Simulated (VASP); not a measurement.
# EuS (rocksalt type) (Fm-3m) in VASP: a series of runs

EuS (rocksalt type) is run at these levels: PBE; tasks: single point.

All numbers are computed with VASP 6.6.1; they aren't measurements. Logs are shortened: lines on timing, memory, paths and dates and some standing lists are left out, and cuts for length are marked.

## 1. The cell of the first run

Symmetry: Fm-3m, No. 225, cubic system. The conventional cell has a = 5.887 Å, b = 5.887 Å, c = 5.887 Å, α = 90.00°, β = 90.00°, γ = 90.00°. Within 3.9 Å of Eu (site symmetry m-3m) lie 6 S at 2.94 Å. S (site symmetry m-3m) has 6 Eu at 2.94 Å within 3.9 Å.

## 2. Single point, PBE, collinear spin, ferromagnetic start (25.51 Å³/atom)

File INCAR:

```
ALGO = Normal ; EDIFF = 1E-6
ENCUT = 600 ; GGA = PE
GGA_COMPAT = F ; ISIF = 2
ISMEAR = -1 ; ISPIN = 2
LASPH = T ; LCHARG = T
LELF = T ; LMAXMIX = 6
LORBIT = 11 ; LREAL = F
LVHAR = T ; LWAVE = F
MAGMOM = 7 0 ; NBANDS = 22
NELM = 200 ; PREC = Accurate
SIGMA = 0.08
```

File KPOINTS:

```
k-points
0
Gamma
  10 10 10
```

File POSCAR:

```
EuS
1.0
    0.0000000000      2.9435905519      2.9435905519
    2.9435905519      0.0000000000      2.9435905519
    2.9435905519      2.9435905519      0.0000000000
Eu S
1 1
Direct
    0.0000000000      0.0000000000      0.0000000000
    0.5000000000      0.5000000000      0.5000000000
```

Potentials or basis: VASP PAW PBE potentials, release 64 (Eu, S).

Launch:

```
$ cat potpaw_PBE.64/Eu/POTCAR potpaw_PBE.64/S/POTCAR > POTCAR
$ mpirun -np 1 vasp_std > vasp.out
```

OUTCAR:

```text
EDIFF = 1E-6
   ENCUT = 600
   GGA = PE
   ISIF = 2
   ISMEAR = -1
   ISPIN = 2
   LASPH = T
   LORBIT = 11
   LREAL = F
   NELM = 200
   PREC = Accurate

 ion  position               nearest neighbor table
   1  0.000  0.000  0.000-   2 2.94   2 2.94   2 2.94   2 2.94   2 2.94   2 2.94
   2  0.500  0.500  0.500-   1 2.94   1 2.94   1 2.94   1 2.94   1 2.94   1 2.94

  LATTYP: Found a face centered cubic cell.
 ALAT       =     5.8871811038

  Lattice vectors:

 A1 = (   0.0000000000,   2.9435905519,   2.9435905519)
 A2 = (   2.9435905519,   0.0000000000,   2.9435905519)
 A3 = (   2.9435905519,   2.9435905519,   0.0000000000)

Analysis of symmetry for initial positions (statically):
=====================================================================
 Subroutine PRICEL returns:
 Original cell was already a primitive cell.

 Routine SETGRP: Setting up the symmetry group for a
 face centered cubic supercell.

 Subroutine GETGRP returns: Found 48 space group operations
 (whereof 48 operations were pure point group operations)
 out of a pool of 48 trial point group operations.

The static configuration has the point symmetry O_h .

Analysis of symmetry for dynamics (positions and initial velocities):
=====================================================================
 Subroutine PRICEL returns:
 Original cell was already a primitive cell.

 Routine SETGRP: Setting up the symmetry group for a
 face centered cubic supercell.

 Subroutine GETGRP returns: Found 48 space group operations
 (whereof 48 operations were pure point group operations)
 out of a pool of 48 trial point group operations.

The dynamic configuration has the point symmetry O_h .

Analysis of structural, dynamic, and magnetic symmetry:
=====================================================================
 Subroutine PRICEL returns:
 Original cell was already a primitive cell.

 Routine SETGRP: Setting up the symmetry group for a
 face centered cubic supercell.

 Subroutine GETGRP returns: Found 48 space group operations
 (whereof 48 operations were pure point group operations)
 out of a pool of 48 trial point group operations.

The overall configuration has the point symmetry O_h .

 Subroutine INISYM returns: Found 48 space group operations
 (whereof 48 operations are pure point group operations),
 and found     1 'primitive' translations

----------------------------------------------------------------------------------------

                                     Primitive cell

  volume of cell :      51.0108

  direct lattice vectors                    reciprocal lattice vectors
     0.000000000  2.943590552  2.943590552    -0.169860581  0.169860581  0.169860581
     2.943590552  0.000000000  2.943590552     0.169860581 -0.169860581  0.169860581
     2.943590552  2.943590552  0.000000000     0.169860581  0.169860581 -0.169860581

  length of vectors
     4.162865681  4.162865681  4.162865681     0.294207156  0.294207156  0.294207156

  position of ions in fractional coordinates (direct lattice)
     0.000000000  0.000000000  0.000000000
     0.500000000  0.500000000  0.500000000

  ion indices of the primitive-cell ions
   primitive index   ion index
                 1           1
                 2           2

----------------------------------------------------------------------------------------

 KPOINTS: k-points

Automatic generation of k-mesh.
 Grid dimensions read from file:
 generate k-points for:   10   10   10

 Generating k-lattice:

  Cartesian coordinates                     Fractional coordinates (reciprocal lattice)
    -0.016986058  0.016986058  0.016986058     0.100000000  0.000000000  0.000000000
     0.016986058 -0.016986058  0.016986058     0.000000000  0.100000000  0.000000000
     0.016986058  0.016986058 -0.016986058     0.000000000  0.000000000  0.100000000

  Length of vectors
     0.029420716  0.029420716  0.029420716

  Shift w.r.t. Gamma in fractional coordinates (k-lattice)
     0.000000000  0.000000000  0.000000000

 Subroutine IBZKPT returns following result:
 ===========================================

 Found     47 irreducible k-points:

 Following reciprocal coordinates:
            Coordinates               Weight
  0.000000  0.000000  0.000000      1.000000
  0.100000  0.000000  0.000000      8.000000
  0.200000  0.000000  0.000000      8.000000
  0.300000  0.000000  0.000000      8.000000
  0.400000  0.000000  0.000000      8.000000
  0.500000  0.000000  0.000000      4.000000
[... 16 lines left out ...]
  0.300000  0.300000  0.000000      6.000000
  0.400000  0.300000  0.000000     24.000000
 [... further k-points ...]
   k-points           NKPTS =     47   k-points in BZ     NKDIM =     47   number of bands    NBANDS=     22
   number of dos      NEDOS =    301   number of ions     NIONS =      2
   total plane-waves  NPLWV =  46656
   dimension x,y,z NGX =    36 NGY =   36 NGZ =   36
   dimension x,y,z NGXF=    72 NGYF=   72 NGZF=   72
   ions per type =               1   1
   NGX,Y,Z   is equivalent  to a cutoff of  14.38, 14.38, 14.38 a.u.
   NGXF,Y,Z  is equivalent  to a cutoff of  28.75, 28.75, 28.75 a.u.
 SYSTEM =  unknown system
   PREC   = accura    normal or accurate (medium, high low for compatibility)
   ISTART =      0    job   : 0-new  1-cont  2-samecut
   ICHARG =      2    charge: 1-file 2-atom 10-const
   ISPIN  =      2    spin polarized calculation?
   LNONCOLLINEAR =      F non collinear calculations
   LSORBIT =      F    spin-orbit coupling
   LASPH  =      T    aspherical Exc in radial PAW
   ENCUT  =  600.0 eV  44.10 Ry    6.64 a.u.   8.31  8.31  8.31*2*pi/ulx,y,z
   NELM   =    200;   NELMIN=  2; NELMDL= -5     # of ELM steps
   EDIFF  = 0.1E-05   stopping-criterion for ELM
   LREAL  =      F    real-space projection
   EDIFFG = 0.1E-04   stopping-criterion for IOM
   NSW    =      0    number of steps for IOM
   IBRION =     -1    ionic relax: 0-MD 1-quasi-New 2-CG
   NFREE  =      0    steps in history (QN), initial steepest desc. (CG)
   ISIF   =      2    stress and relaxation
   ISYM   =      2    0-nonsym 1-usesym 2-fastsym
   POTIM  = 0.5000    time-step for ionic-motion
   TEBEG  =    0.0;   TEEND  =   0.0 temperature during run
   PSTRESS=    0.0 pullay stress
   NELECT =      23.0000    total number of electrons
   NUPDOWN=      -1.0000    fix difference up-down
   EMIN   =  10.00;   EMAX   =-10.00  energy-range for DOS
   EFERMI =   0.00;   METHOD = LEGACY
   ISMEAR =    -1;   SIGMA  =   0.08  broadening in eV -4-tet -1-fermi 0-gaus
   EFERMI_NEDOS =   21; number of points for ismear=-14 and -15
   IALGO  =     38    algorithm
   IMIX   =      4    mixing-type and parameters
     AMIX     =   0.40;   BMIX     =  1.00
     AMIX_MAG =   1.60;   BMIX_MAG =  1.00
  volume/ion in A,a.u.               =      25.51       172.12
  Fermi-wavevector in a.u.,A,eV,Ry     =   1.255346  2.372260 21.441327  1.575893
  Thomas-Fermi vector in A             =   2.389107
   LORBIT       =     11    0 simple, 1 ext, 2 COOP (PROOUT), +10 PAW based schemes
   GGA     = PE    functional components
   LHFCALC =     F    Hartree Fock is set to
   AEXX    =    0.0000 exact exchange contribution
   IVDW    =     0    specifies the selected vdW correction
   LEPSILON=     F    determine dielectric tensor
   LRPA    =     F    only Hartree local field effects (RPA)
 spin polarized calculation
  energy-cutoff  :      600.00
  volume of cell :       51.01
 maximum number of plane-waves:      1724
 NGX is ok and might be reduce to    36
   NGX = 17   NGY = 17   NGZ = 17

 number of electron      23.0000002 magnetization       6.9514479

 Free energy of the ion-electron system (eV)
  ---------------------------------------------------
  ext. energy  EPLUGINS =         0.00000000
  ---------------------------------------------------
  free energy    TOTEN  =       -19.93606419 eV

  energy without entropy =      -19.90114609  energy(sigma->0) =      -19.91860514

 E-fermi :   4.5562     XC(G=0):  -9.8108

 val. band max:        4.5492972036   @ k =   0.0000   0.0000   0.0000
 cond. band min:       4.5730434272   @ k =   0.4000   0.3000   0.0000
 fundamental gap:      0.0237462237
 Fermi energy:         4.5561724491

 spin component 1

 k-point     1 :       0.0000    0.0000    0.0000
  band No.  band energies     occupation
      1     -36.9933      1.00000
      2     -15.6872      1.00000
      3     -15.6872      1.00000
      4     -15.6872      1.00000
      5      -9.0662      1.00000
      6       1.7047      1.00000
[... 14 lines left out ...]
     21       6.4390      0.00000
     22      11.9572      0.00000

 k-point     2 :       0.1000    0.0000    0.0000
  band No.  band energies     occupation
      1     -36.9918      1.00000
      2     -15.7262      1.00000
      3     -15.6898      1.00000
      4     -15.6898      1.00000
      5      -8.9807      1.00000
      6       1.3248      1.00000
[... 14 lines left out ...]
     21       6.8413      0.00000
     22      12.3636      0.00000

 k-point     3 :       0.2000    0.0000    0.0000
  band No.  band energies     occupation
      1     -36.9879      1.00000
      2     -15.8252      1.00000
      3     -15.6969      1.00000
      4     -15.6969      1.00000
      5      -8.7550      1.00000
      6       0.5327      1.00000
[... 14 lines left out ...]
     21       7.8163      0.00000
     22      13.2483      0.00000
[... 476 lines left out ...]
 k-point    23 :       0.3000    0.3000    0.0000
  band No.  band energies     occupation
      1     -36.9799      1.00000
      2     -15.8914      1.00000
      3     -15.7563      1.00000
      4     -15.7563      1.00000
      5      -8.6074      1.00000
      6      -0.0596      1.00000
[... 14 lines left out ...]
     21      11.4437      0.00000
     22      11.9152      0.00000

 k-point    24 :       0.4000    0.3000    0.0000
  band No.  band energies     occupation
      1     -36.9769      1.00000
      2     -15.9272      1.00000
      3     -15.7771      1.00000
      4     -15.7672      1.00000
      5      -8.5613      1.00000
      6       0.0040      1.00000
[... 14 lines left out ...]
     21      10.6205      0.00000
     22      11.6333      0.00000

 [... further k-points ...]

 spin component 2

 k-point     1 :       0.0000    0.0000    0.0000
  band No.  band energies     occupation
      1     -33.9244      1.00000
      2     -13.4435      1.00000
      3     -13.4435      1.00000
      4     -13.4435      1.00000
      5      -9.0531      1.00000
      6       1.8768      1.00000
[... 14 lines left out ...]
     21       9.2053      0.00000
     22      13.1289      0.00000

 k-point     2 :       0.1000    0.0000    0.0000
  band No.  band energies     occupation
      1     -33.9224      1.00000
      2     -13.5075      1.00000
      3     -13.4466      1.00000
      4     -13.4466      1.00000
      5      -8.9484      1.00000
      6       1.5063      1.00000
[... 14 lines left out ...]
     21       9.2372      0.00000
     22      13.4877      0.00000

 k-point     3 :       0.2000    0.0000    0.0000
  band No.  band energies     occupation
      1     -33.9170      1.00000
      2     -13.6643      1.00000
      3     -13.4548      1.00000
      4     -13.4548      1.00000
      5      -8.6806      1.00000
      6       0.7373      1.00000
[... 14 lines left out ...]
     21       9.4169      0.00000
     22      14.3618      0.00000
[... 476 lines left out ...]
 k-point    23 :       0.3000    0.3000    0.0000
  band No.  band energies     occupation
      1     -33.9060      1.00000
      2     -13.7442      1.00000
      3     -13.5354      1.00000
      4     -13.5354      1.00000
      5      -8.5669      1.00000
      6       0.1601      1.00000
[... 14 lines left out ...]
     21      12.0577      0.00000
     22      12.9049      0.00000

 k-point    24 :       0.4000    0.3000    0.0000
  band No.  band energies     occupation
      1     -33.9017      1.00000
      2     -13.7880      1.00000
      3     -13.5635      1.00000
      4     -13.5493      1.00000
      5      -8.5374      1.00000
      6       0.2527      1.00000
[... 14 lines left out ...]
     21      11.4863      0.00000
     22      12.4214      0.00000

 [... further k-points ...]

------------------------ aborting loop because EDIFF is reached ----------------------------------------

  FORCE on cell =-STRESS in cart. coord.  units (eV):
  Direction    XX          YY          ZZ          XY          YZ          ZX
  --------------------------------------------------------------------------------------
  -------------------------------------------------------------------------------------
  Total       -0.3815891     -0.3815891     -0.3815891      0.0000000     -0.0000000     -0.0000000
  in kB      -11.9851735    -11.9851735    -11.9851735      0.0000000     -0.0000000     -0.0000000
  external PRESSURE =     -11.9851735 kB  Pullay stress =       0.0000000 kB

 VOLUME and BASIS-vectors are now :
 -----------------------------------------------------------------------------
  energy-cutoff  :      600.00
  volume of cell :       51.01
      direct lattice vectors                 reciprocal lattice vectors
     0.000000000  2.943590552  2.943590552    -0.169860581  0.169860581  0.169860581
     2.943590552  0.000000000  2.943590552     0.169860581 -0.169860581  0.169860581
     2.943590552  2.943590552  0.000000000     0.169860581  0.169860581 -0.169860581

 POSITION                                       TOTAL-FORCE (eV/Angst)
 -----------------------------------------------------------------------------------
      0.00000      0.00000      0.00000         0.000000      0.000000      0.000000
      2.94359      2.94359      2.94359         0.000000      0.000000      0.000000
 -----------------------------------------------------------------------------------
    total drift:                               -0.000000      0.000000      0.000000

  FREE ENERGIE OF THE ION-ELECTRON SYSTEM (eV)
  ---------------------------------------------------
  free  energy   TOTEN  =       -19.9360641889 eV

  energy  without entropy=      -19.9011460863  energy(sigma->0) =      -19.91860514

 total charge

# of ion       s       p       d       f       tot
--------------------------------------------------
    1        2.029   5.757   0.332   6.631  14.748
    2        1.316   2.440   0.000   0.000   3.756
--------------------------------------------------
tot          3.345   8.197   0.332   6.631  18.505

 magnetization (x)

# of ion       s       p       d       f       tot
--------------------------------------------------
    1       -0.015  -0.112   0.095   6.597   6.565
    2       -0.007  -0.065   0.000   0.000  -0.072
--------------------------------------------------
tot         -0.022  -0.177   0.095   6.597   6.493
```

Run time: 6.1 min. Hardware: 1 thread of Oxide Virtual Turin-like, shared host; peak memory 0.28 GiB.

Results:

* Free energy: -19.9361 eV
* Pressure: -1.2 GPa
* Net moment: 6.95 μB per cell
* Site moments: Eu +6.57; S -0.07 μB
* Valence electrons inside the program's atomic spheres: Eu 14.75; S 3.76

Levels at points of the mesh, in eV from the Fermi level:
Spin up:
| k point | band 12 | band 13 | band 14 | band 15 | band 16 | band 17 | band 18 | band 19 |
| --- | --- | --- | --- | --- | --- | --- | --- | --- |
| (0.00, 0.00, 0.00) | -0.36 | -0.01 | -0.01 | -0.01 | 0.94 | 0.99 | 0.99 | 0.99 |
| (0.50, 0.00, 0.00) | -0.40 | -0.40 | -0.36 | -0.35 | 2.98 | 3.26 | 3.68 | 3.68 |
| (0.50, 0.50, 0.00) | -0.42 | -0.42 | -0.37 | -0.17 | -0.17 | 3.07 | 3.36 | 4.63 |
Spin down:
| k point | band 4 | band 5 | band 6 | band 7 | band 8 | band 9 | band 10 | band 11 | band 12 | band 13 |
| --- | --- | --- | --- | --- | --- | --- | --- | --- | --- | --- |
| (0.00, 0.00, 0.00) | -18.00 | -13.61 | -2.68 | -2.68 | -2.68 | 1.57 | 1.75 | 1.75 | 1.75 | 2.66 |
| (0.50, 0.00, 0.00) | -18.03 | -12.55 | -5.30 | -3.88 | -3.88 | 2.81 | 3.97 | 3.97 | 4.08 | 4.30 |
| (0.50, 0.50, 0.00) | -18.14 | -13.26 | -3.81 | -3.02 | -3.02 | -0.30 | 3.93 | 4.07 | 4.15 | 4.23 |

Caveat: spin-orbit coupling is left out, which moves the levels of the heavy elements; a cell with one magnetic atom can't hold antiferromagnetic order, which such compounds often take; semilocal functionals describe open f shells poorly, which spoils levels, moments and volumes. With open d or f shells a metallic result of PBE can be an artefact of self-interaction; +U or a hybrid may open a gap.

## 3. Single point, PBE, collinear spin, ferromagnetic start (26.01 Å³/atom)

This run uses another cell than the first one, of 26.01 Å³/atom.

File INCAR:

```
PREC     = Accurate       # precision mode
ENCUT    = 600            # plane-wave cutoff, eV
EDIFF    = 1E-6           # SCF threshold, eV
ISMEAR   = -1             # smearing method
SIGMA    = 0.08           # smearing width, eV
LREAL    = F              # projectors in reciprocal space
LASPH    = T              # aspherical terms in the spheres
NELM     = 200            # most SCF steps
ALGO     = Normal         # electronic algorithm
ISIF     = 2              # what is computed and relaxed
LWAVE    = F              # write WAVECAR
LCHARG   = T              # write CHGCAR
ISPIN    = 2              # spin polarisation
MAGMOM   = 7 0            # initial moments
LORBIT   = 11             # projections on sites
LMAXMIX  = 6              # l up to which the mixer works
GGA      = PE             # functional
LELF     = T              # ELF
LVHAR    = T            
NBANDS   = 22             # bands
GGA_COMPAT= F
```

File KPOINTS:

```
regular mesh
0
Gamma
  10 10 10
```

File POSCAR:

```
EuS
1.0
    0.0000000000      2.9627053119      2.9627053119
    2.9627053119      0.0000000000      2.9627053119
    2.9627053119      2.9627053119      0.0000000000
Eu S
1 1
Direct
    0.0000000000      0.0000000000      0.0000000000
    0.5000000000      0.5000000000      0.5000000000
```

Potentials or basis: VASP PAW PBE potentials, release 64 (Eu, S).

Launch:

```
$ cat potpaw_PBE.64/Eu/POTCAR potpaw_PBE.64/S/POTCAR > POTCAR
$ mpirun -np 1 vasp_std > vasp.out
```

It took 7 min on 1 thread of Oxide Virtual Turin-like, shared host; peak memory 0.29 GiB.

It converged, with:

* Free energy: -19.9257 eV
* Pressure: -2.1 GPa
* Net moment: 6.96 μB per cell
* Site moments: Eu +6.57; S -0.07 μB
* Valence electrons inside the program's atomic spheres: Eu 14.74; S 3.75

Levels at points of the mesh, in eV from the Fermi level:
Spin up:
```tsv
k point	band 11	band 12	band 13	band 14	band 15	band 16	band 17	band 18	band 19	band 20
(0.00, 0.00, 0.00)	-0.36	-0.36	-0.03	-0.03	-0.03	0.82	1.00	1.00	1.00	1.88
(0.50, 0.00, 0.00)	-0.49	-0.40	-0.40	-0.37	-0.35	2.92	3.20	3.61	3.61	6.59
(0.50, 0.50, 0.00)	-0.44	-0.42	-0.42	-0.38	-0.18	-0.18	3.03	3.24	4.52	4.66
```
Spin down:
```csv
k point,band 6,band 7,band 8,band 9,band 10,band 11
"(0.00, 0.00, 0.00)",-2.68,-2.68,-2.68,1.45,1.76,1.76
"(0.50, 0.00, 0.00)",-5.25,-3.84,-3.84,2.79,3.98,3.98
"(0.50, 0.50, 0.00)",-3.82,-3.03,-3.03,-0.26,3.90,3.95
```

Caveat: spin-orbit coupling is left out, which moves the levels of the heavy elements; a cell with one magnetic atom can't hold antiferromagnetic order, which such compounds often take; semilocal functionals describe open f shells poorly, which spoils levels, moments and volumes.
